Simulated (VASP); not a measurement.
# LaAl2Bi2 (I4/mmm) in VASP: settings compared

LaAl2Bi2 is run at these levels: PBE, HSE06; tasks: single point.

All numbers are computed with VASP 6.6.1; they aren't measurements. Logs are shortened: lines on timing, memory, paths and dates and some standing lists are left out, and cuts for length are marked.

### Step 1. The cell of the first run

The structure is tetragonal, space group I4/mmm (No. 139). The conventional cell has a = 4.774 Å, b = 4.774 Å, c = 12.251 Å, α = 90.00°, β = 90.00°, γ = 90.00°. Al (site symmetry -4m2) has 4 Bi at 2.83 Å and 4 Al at 3.38 Å within 3.7 Å. La (site symmetry 4/mmm) has 10 Bi at 3.71 to 4.59 Å and 8 Al at 3.88 Å and 4 La at 4.77 Å within 4.9 Å. Bi (site symmetry 4mm) has 4 Al at 2.83 Å and 1 Bi at 3.08 Å within 3.7 Å.

### Step 2. Single point, PBE

Contents of INCAR:

```
SYSTEM = LaAl2Bi2
PREC     = Accurate       ! precision mode
ENCUT    = 520            ! plane-wave cutoff, eV
EDIFF    = 1E-7           ! SCF threshold, eV
ISMEAR   = 1              ! smearing method
SIGMA    = 0.1594         ! smearing width, eV
LREAL    = .False.        ! projectors in reciprocal space
LASPH    = .True.         ! aspherical terms in the spheres
NELM     = 80             ! most SCF steps
ALGO     = Normal         ! electronic algorithm
ISIF     = 2              ! what is computed and relaxed
LWAVE    = .False.        ! write WAVECAR
LCHARG   = .False.        ! write CHGCAR
GGA      = PE             ! functional
NBANDS   = 32             ! bands
```

Contents of KPOINTS:

```
regular mesh
0
Gamma
  7 7 7
  0 0 0
```

Contents of POSCAR:

```
LaAl2Bi2
1.0
    0.0000000000      4.7737710000     -0.0000001948
    4.7737710000      0.0000000000     -0.0000001948
    2.3868852500      2.3868852500     -6.1257091948
Al La Bi
2 1 2
Direct
    0.7500000000      0.2500000000      0.5000000000
    0.2500000000      0.7500000000      0.5000000000
    0.0000000000      0.0000000000      0.0000000000
    0.3745013038      0.3745013038      0.2509973923
    0.6254986962      0.6254986962      0.7490026077
```

Potentials or basis: VASP PAW PBE potentials, release 64 (Al, La, Bi_d).

Started as:

```console
$ cat potpaw_PBE.64/Al/POTCAR potpaw_PBE.64/La/POTCAR potpaw_PBE.64/Bi_d/POTCAR > POTCAR
$ mpirun -np 1 vasp_std > vasp.out
```

OUTCAR:

```text
SYSTEM = LaAl2Bi2
   PREC = Accurate
   ENCUT = 520
   EDIFF = 1E-7
   ISMEAR = 1
   LREAL = .False.
   LASPH = .True.
   NELM = 80
   ISIF = 2
   GGA = PE

 ion  position               nearest neighbor table
   1  0.750  0.250  0.500-   4 2.83   5 2.83   5 2.83   4 2.83
   2  0.250  0.750  0.500-   4 2.83   5 2.83   5 2.83   4 2.83
   3  0.000  0.000  0.000-   4 3.71   5 3.71   5 3.71   5 3.71   4 3.71   4 3.71   5 3.71   4 3.71

   4  0.375  0.375  0.251-   2 2.83   1 2.83   1 2.83   2 2.83   5 3.08   3 3.71   3 3.71   3 3.71
                             3 3.71
   5  0.625  0.625  0.749-   2 2.83   1 2.83   1 2.83   2 2.83   4 3.08   3 3.71   3 3.71   3 3.71
                             3 3.71

  LATTYP: Found a body centered tetragonal cell.
 ALAT       =     4.7737710000
 C/A-ratio  =     2.5664025359

  Lattice vectors:

 A1 = (  -2.3868852500,   2.3868857500,   6.1257090000)
 A2 = (   2.3868857500,  -2.3868852500,   6.1257090000)
 A3 = (   2.3868852500,   2.3868852500,  -6.1257091948)

Analysis of symmetry for initial positions (statically):
=====================================================================
 Subroutine PRICEL returns:
 Original cell was already a primitive cell.

 Routine SETGRP: Setting up the symmetry group for a
 body centered tetragonal supercell.

 Subroutine GETGRP returns: Found 16 space group operations
 (whereof 16 operations were pure point group operations)
 out of a pool of 16 trial point group operations.

The static configuration has the point symmetry D_4h.

Analysis of symmetry for dynamics (positions and initial velocities):
=====================================================================
 Subroutine PRICEL returns:
 Original cell was already a primitive cell.

 Routine SETGRP: Setting up the symmetry group for a
 body centered tetragonal supercell.

 Subroutine GETGRP returns: Found 16 space group operations
 (whereof 16 operations were pure point group operations)
 out of a pool of 16 trial point group operations.

The dynamic configuration has the point symmetry D_4h.

 Subroutine INISYM returns: Found 16 space group operations
 (whereof 16 operations are pure point group operations),
 and found     1 'primitive' translations

----------------------------------------------------------------------------------------

                                     Primitive cell

  volume of cell :     139.5981

  direct lattice vectors                    reciprocal lattice vectors
     0.000000000  4.773771000 -0.000000195     0.000000003  0.209478003  0.081623196
     4.773771000  0.000000000 -0.000000195     0.209478003  0.000000003  0.081623196
     2.386885250  2.386885250 -6.125709195    -0.000000007 -0.000000007 -0.163246410

  length of vectors
     4.773771000  4.773771000  6.994194416     0.224818549  0.224818549  0.163246410

  position of ions in fractional coordinates (direct lattice)
     0.750000000  0.250000000  0.500000000
     0.250000000  0.750000000  0.500000000
     0.000000000  0.000000000  0.000000000
     0.374501304  0.374501304  0.250997392
     0.625498696  0.625498696  0.749002608

  ion indices of the primitive-cell ions
   primitive index   ion index
                 1           1
                 2           2
                 3           3
                 4           4
                 5           5

----------------------------------------------------------------------------------------

 KPOINTS: regular mesh

Automatic generation of k-mesh.
 Grid dimensions read from file:
 generate k-points for:    7    7    7

 Generating k-lattice:

  Cartesian coordinates                     Fractional coordinates (reciprocal lattice)
     0.000000000  0.029925429  0.011660457     0.142857143  0.000000000  0.000000000
     0.029925429  0.000000000  0.011660457     0.000000000  0.142857143  0.000000000
    -0.000000001 -0.000000001 -0.023320916     0.000000000  0.000000000  0.142857143

  Length of vectors
     0.032116936  0.032116936  0.023320916

  Shift w.r.t. Gamma in fractional coordinates (k-lattice)
     0.000000000  0.000000000  0.000000000

 Subroutine IBZKPT returns following result:
 ===========================================

 Found     40 irreducible k-points:

 Following reciprocal coordinates:
            Coordinates               Weight
  0.000000  0.000000  0.000000      1.000000
  0.142857 -0.000000  0.000000      8.000000
  0.285714 -0.000000  0.000000      8.000000
  0.428571 -0.000000  0.000000      8.000000
  0.142857  0.142857  0.000000      8.000000
  0.285714  0.142857  0.000000     16.000000
[... 16 lines left out ...]
  0.285714  0.285714  0.142857      8.000000
  0.428571  0.285714  0.142857     16.000000
 [... further k-points ...]
   k-points           NKPTS =     40   k-points in BZ     NKDIM =     40   number of bands    NBANDS=     32
   number of dos      NEDOS =    301   number of ions     NIONS =      5
   total plane-waves  NPLWV =  69984
   dimension x,y,z NGX =    36 NGY =   36 NGZ =   54
   dimension x,y,z NGXF=    72 NGYF=   72 NGZF=  108
   ions per type =               2   1   2
   NGX,Y,Z   is equivalent  to a cutoff of  12.54, 12.54, 12.84 a.u.
   NGXF,Y,Z  is equivalent  to a cutoff of  25.07, 25.07, 25.67 a.u.
 SYSTEM =  LaAl2Bi2
   PREC   = accura    normal or accurate (medium, high low for compatibility)
   ISTART =      0    job   : 0-new  1-cont  2-samecut
   ICHARG =      2    charge: 1-file 2-atom 10-const
   ISPIN  =      1    spin polarized calculation?
   LNONCOLLINEAR =      F non collinear calculations
   LSORBIT =      F    spin-orbit coupling
   LASPH  =      T    aspherical Exc in radial PAW
   ENCUT  =  520.0 eV  38.22 Ry    6.18 a.u.   8.88  8.88 13.00*2*pi/ulx,y,z
   NELM   =     80;   NELMIN=  2; NELMDL= -5     # of ELM steps
   EDIFF  = 0.1E-06   stopping-criterion for ELM
   LREAL  =      F    real-space projection
   EDIFFG = 0.1E-05   stopping-criterion for IOM
   NSW    =      0    number of steps for IOM
   IBRION =     -1    ionic relax: 0-MD 1-quasi-New 2-CG
   NFREE  =      0    steps in history (QN), initial steepest desc. (CG)
   ISIF   =      2    stress and relaxation
   ISYM   =      2    0-nonsym 1-usesym 2-fastsym
   POTIM  = 0.5000    time-step for ionic-motion
   TEBEG  =    0.0;   TEEND  =   0.0 temperature during run
   PSTRESS=    0.0 pullay stress
   NELECT =      47.0000    total number of electrons
   NUPDOWN=      -1.0000    fix difference up-down
   EMIN   =  10.00;   EMAX   =-10.00  energy-range for DOS
   EFERMI =   0.00;   METHOD = LEGACY
   ISMEAR =     1;   SIGMA  =   0.16  broadening in eV -4-tet -1-fermi 0-gaus
   EFERMI_NEDOS =   21; number of points for ismear=-14 and -15
   IALGO  =     38    algorithm
   IMIX   =      4    mixing-type and parameters
     AMIX     =   0.40;   BMIX     =  1.00
     AMIX_MAG =   1.60;   BMIX_MAG =  1.00
  volume/ion in A,a.u.               =      27.92       188.41
  Fermi-wavevector in a.u.,A,eV,Ry     =   1.138888  2.152186 17.647647  1.297065
  Thomas-Fermi vector in A             =   2.275592
   LORBIT       =      0    0 simple, 1 ext, 2 COOP (PROOUT), +10 PAW based schemes
   GGA     = PE    functional components
   LHFCALC =     F    Hartree Fock is set to
   AEXX    =    0.0000 exact exchange contribution
   IVDW    =     0    specifies the selected vdW correction
   LEPSILON=     F    determine dielectric tensor
   LRPA    =     F    only Hartree local field effects (RPA)
 non-spin polarized calculation
 Methfessel and Paxton  Order N= 1 SIGMA  =   0.16
  energy-cutoff  :      520.00
  volume of cell :      139.60
 maximum number of plane-waves:      3788
   NGX = 17   NGY = 17   NGZ = 27

 number of electron      46.9999997 magnetization

 Free energy of the ion-electron system (eV)
  ---------------------------------------------------
  ext. energy  EPLUGINS =         0.00000000
  ---------------------------------------------------
  free energy    TOTEN  =       -19.87762034 eV

  energy without entropy =      -19.87469720  energy(sigma->0) =      -19.87664596

 E-fermi :   7.9698     XC(G=0):  -9.7783

 val. band max:        7.9444814560   @ k =  -0.2857  -0.4286   0.1429
 cond. band min:       7.9894847647   @ k =   0.0000   0.0000   0.4286
 fundamental gap:      0.0450033087
 Fermi energy:         7.9698146120

 k-point     1 :       0.0000    0.0000    0.0000
  band No.  band energies     occupation
      1     -25.9106      2.00000
      2     -15.3198      2.00000
      3     -15.2464      2.00000
      4     -15.2464      2.00000
      5     -15.1878      2.00000
      6     -15.1832      2.00000
[... 24 lines left out ...]
     31       9.0494     -0.00000
     32       9.0496     -0.00000

 k-point     2 :       0.1429   -0.0000    0.0000
  band No.  band energies     occupation
      1     -25.9100      2.00000
      2     -15.3198      2.00000
      3     -15.2475      2.00000
      4     -15.2471      2.00000
      5     -15.1874      2.00000
      6     -15.1817      2.00000
[... 24 lines left out ...]
     31       8.9649     -0.00000
     32       9.1126     -0.00000

 k-point     3 :       0.2857   -0.0000    0.0000
  band No.  band energies     occupation
      1     -25.9087      2.00000
      2     -15.3200      2.00000
      3     -15.2500      2.00000
      4     -15.2488      2.00000
      5     -15.1862      2.00000
      6     -15.1784      2.00000
[... 24 lines left out ...]
     31       8.9473     -0.00000
     32       9.2790     -0.00000

 k-point     4 :       0.4286   -0.0000    0.0000
  band No.  band energies     occupation
      1     -25.9077      2.00000
      2     -15.3202      2.00000
      3     -15.2519      2.00000
      4     -15.2499      2.00000
      5     -15.1851      2.00000
      6     -15.1757      2.00000
[... 24 lines left out ...]
     31       9.0245     -0.00000
     32       9.0348     -0.00000

 k-point     5 :       0.1429    0.1429    0.0000
  band No.  band energies     occupation
      1     -25.9095      2.00000
      2     -15.3201      2.00000
      3     -15.2492      2.00000
      4     -15.2486      2.00000
      5     -15.1874      2.00000
      6     -15.1797      2.00000
[... 584 lines left out ...]
     31       8.9728     -0.00000
     32       9.0712     -0.00000

 k-point    22 :      -0.1429    0.0000    0.1429
  band No.  band energies     occupation
      1     -25.9100      2.00000
      2     -15.3209      2.00000
      3     -15.2504      2.00000
      4     -15.2500      2.00000
      5     -15.1894      2.00000
      6     -15.1796      2.00000
[... 24 lines left out ...]
     31       8.9726     -0.00000
     32       9.0536     -0.00000

 k-point    23 :       0.2857    0.2857    0.1429
  band No.  band energies     occupation
      1     -25.9069      2.00000
      2     -15.3193      2.00000
      3     -15.2530      2.00000
      4     -15.2494      2.00000
      5     -15.1829      2.00000
      6     -15.1752      2.00000
[... 24 lines left out ...]
     31       9.0582     -0.00000
     32       9.0965     -0.00000

 k-point    24 :       0.4286    0.2857    0.1429
  band No.  band energies     occupation
      1     -25.9059      2.00000
      2     -15.3192      2.00000
      3     -15.2537      2.00000
      4     -15.2520      2.00000
      5     -15.1814      2.00000
      6     -15.1730      2.00000
[... 24 lines left out ...]
     31       9.0499     -0.00000
     32       9.1686     -0.00000

 [... further k-points ...]
[... 5 lines left out ...]
  --------------------------------------------------------------------------------------
  -------------------------------------------------------------------------------------
  Total        2.5467915      2.5467915      3.6021610      0.0000000      0.0000000      0.0000000
  in kB       29.2297060     29.2297060     41.3422570      0.0000000      0.0000005      0.0000005
  external PRESSURE =      33.2672230 kB  Pullay stress =       0.0000000 kB

 VOLUME and BASIS-vectors are now :
 -----------------------------------------------------------------------------
  energy-cutoff  :      520.00
  volume of cell :      139.60
      direct lattice vectors                 reciprocal lattice vectors
     0.000000000  4.773771000 -0.000000195     0.000000003  0.209478003  0.081623196
     4.773771000  0.000000000 -0.000000195     0.209478003  0.000000003  0.081623196
     2.386885250  2.386885250 -6.125709195    -0.000000007 -0.000000007 -0.163246410

 POSITION                                       TOTAL-FORCE (eV/Angst)
 -----------------------------------------------------------------------------------
      2.38689      4.77377     -3.06285         0.000000     -0.000000     -0.000000
      4.77377      2.38689     -3.06285        -0.000000      0.000000      0.000000
      0.00000      0.00000      0.00000        -0.000000     -0.000000      0.000000
      2.38689      2.38689     -1.53754         0.000000      0.000000      0.002242
      4.77377      4.77377     -4.58817        -0.000000     -0.000000     -0.002242
 -----------------------------------------------------------------------------------
    total drift:                                0.000000      0.000000     -0.000000

  FREE ENERGIE OF THE ION-ELECTRON SYSTEM (eV)
  ---------------------------------------------------
  free  energy   TOTEN  =       -19.8776203417 eV

  energy  without entropy=      -19.8746971967  energy(sigma->0) =      -19.87664596
```

It took 1.8 min on 1 thread of Intel Xeon Platinum 8488C (Sapphire Rapids), shared host; peak memory 0.37 GiB.

What came out:

- Free energy: -19.8776 eV
- Pressure: 3.3 GPa

Forces in eV/Å, atoms in the order of the input:
```
Al   0.000  0.000  0.000
Al   0.000  0.000  0.000
La   0.000  0.000  0.000
Bi   0.000  0.000  0.002
Bi   0.000  0.000 -0.002
```

Levels at points of the mesh, in eV from the Fermi level:
| k point | band 20 | band 21 | band 22 | band 23 | band 24 | band 25 | band 26 | band 27 | band 28 | band 29 |
| --- | --- | --- | --- | --- | --- | --- | --- | --- | --- | --- |
| (0.00, 0.00, 0.00) | -2.67 | -2.17 | -2.17 | -1.32 | -0.79 | -0.61 | 0.89 | 0.89 | 0.91 | 0.92 |

Caveat: spin-orbit coupling is left out, which moves the levels of the heavy elements.

### Step 3. Single point, HSE06

Contents of POSCAR:

```
LaAl2Bi2
1.0
    0.0000000000      4.7737710000      0.0000000000
    4.7737710000      0.0000000000      0.0000000000
    2.3868850000      2.3868850000     -6.1257090000
Al La Bi
2 1 2
Direct
    0.7500000000      0.2500000000      0.5000000000
    0.2500000000      0.7500000000      0.5000000000
    0.0000000000      0.0000000000      0.0000000000
    0.3780000000      0.3780000000      0.2440000000
    0.6220000000      0.6220000000      0.7560000000
```

Contents of INCAR.step1:

```
SYSTEM = LaAl2Bi2
ALGO = Normal
EDIFF = 1E-5
ENCUT = 520
GGA = PE
ISIF = 2
ISMEAR = 1
LASPH = .True.
LCHARG = .False.
LREAL = .False.
LWAVE = .True.
NBANDS = 32
NELM = 60
PREC = Accurate
SIGMA = 0.1594
```

Contents of INCAR.step2:

```
SYSTEM = LaAl2Bi2
ALGO = Normal
EDIFF = 1E-6
ENCUT = 520
GGA = PE
HFSCREEN = 0.2079
ISIF = 2
ISMEAR = 1
ISTART = 1
LASPH = .True.
LCHARG = .False.
LHFCALC = .True.
LREAL = .False.
LWAVE = .False.
NBANDS = 32
NELM = 60
PREC = Accurate
PRECFOCK = Fast
SIGMA = 0.1594
```

Contents of KPOINTS:

```
k-points
0
Gamma
  2 2 2
  0 0 0
```

Potentials or basis: VASP PAW PBE potentials, release 64 (Al, La, Bi_d).

Started as:

```console
$ cat potpaw_PBE.64/Al/POTCAR potpaw_PBE.64/La/POTCAR potpaw_PBE.64/Bi_d/POTCAR > POTCAR
$ cp INCAR.step1 INCAR
$ mpirun -np 1 vasp_std > vasp.out
$ cp INCAR.step2 INCAR
$ mpirun -np 1 vasp_std > vasp.out
```

It took 4.7 min on 1 thread of Intel Xeon Platinum 8488C (Sapphire Rapids), shared host; peak memory 0.37 GiB.

Results (log left out):

| Property | Result |
| --- | --- |
| Free energy | -23.4446 eV |
| Pressure | 1.5 GPa |
| Largest force | 1.936 eV/Å |

Forces on the atoms (eV/Å):
```
Al   0.000  0.000  0.000
Al   0.000  0.000  0.000
La   0.000  0.000  0.000
Bi   0.000  0.000 -1.936
Bi   0.000  0.000  1.936
```

Stress tensor (GPa, compression positive):
```
 3.76  0.00  0.00
 0.00  3.76  0.00
 0.00  0.00 -2.95
```

Levels at points of the mesh, in eV from the Fermi level:
```
           k point  band 20  band 21  band 22  band 23  band 24  band 25  band 26  band 27  band 28  band 29
(0.00, 0.00, 0.00)    -2.25    -2.02    -2.02    -1.12    -0.28     0.00     1.76     2.67     2.71     2.71
(0.50, 0.00, 0.00)    -2.89    -1.94    -1.89    -0.71    -0.08     0.70     1.86     2.48     2.58     2.61
(0.50, 0.50, 0.00)    -3.91    -3.57    -1.71     0.33     0.83     1.85     2.58     2.72     2.72     2.82
(0.00, 0.00, 0.50)    -3.40    -2.81    -1.30    -1.30    -1.14     0.85     1.59     1.83     2.03     2.15
```

Caveat: the k points lie up to 0.71 Å⁻¹ apart; the PAW data sets were made with another functional, which shifts forces and pressure a little; spin-orbit coupling is left out, which moves the levels of the heavy elements.
